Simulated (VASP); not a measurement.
**AlN: vibrations by perturbation theory with LDA**

The system is AlN.

```
CELL_PARAMETERS angstrom
3.11300 0.00000 0.00000
-1.55650 2.69594 0.00000
0.00000 0.00000 4.97104
ATOMIC_POSITIONS crystal
Al 0.33333 0.66667 0.99888
Al 0.66667 0.33333 0.49888
N 0.33333 0.66667 0.38112
N 0.66667 0.33333 0.88112
```

```
Program                : VASP 6.6.1
Task                   : vibrations by perturbation theory
Functional             : LDA
Potentials or basis    : VASP PAW LDA potentials, release 64 (Al, N)
Cutoff                 : 520 eV
k mesh                 : 9 × 9 × 6
Occupations            : gaussian, width 0.01 eV
Spin                   : no spin polarisation
Dipole correction      : no
Further INCAR settings : ALGO = Normal; EDIFF = 1e-08; NBANDS = 16; IBRION = 8; NSW = 1
```

- Electronic dielectric tensor (diagonal): 4.44, 4.44, 4.65
- Born charges (mean of the diagonal): Al +2.57; N -2.57 e
- Highest phonon frequency at Γ, LO-TO splitting left out: 718 cm⁻¹

Phonon frequencies in cm⁻¹ (negative: imaginary):
```tsv
q point	frequencies
(0.000, 0.000, 0.000)	0 0 0 240 240 544 608 650 650 663 663 718
```

Electronic dielectric tensor:
```
4.44 0.00 0.00
0.00 4.44 0.00
0.00 0.00 4.65
```

Born effective charge tensors (e):
atom 1, Al
```
2.51 0.00 0.00
0.00 2.51 0.00
0.00 0.00 2.67
```
atom 2, Al
```
2.51 0.00 0.00
0.00 2.51 0.00
0.00 0.00 2.67
```
atom 3, N
```
-2.51  0.00  0.00
 0.00 -2.51  0.00
 0.00  0.00 -2.67
```
atom 4, N
```
-2.51  0.00  0.00
 0.00 -2.51  0.00
 0.00  0.00 -2.67
```

Wall time 3.8 min on 1 thread of Intel(R) Xeon(R) 6975P-C (Granite Rapids) (shared host), peak memory 0.43 GiB.

Caveat: the cell stands under pressure or tension, which shifts response properties.
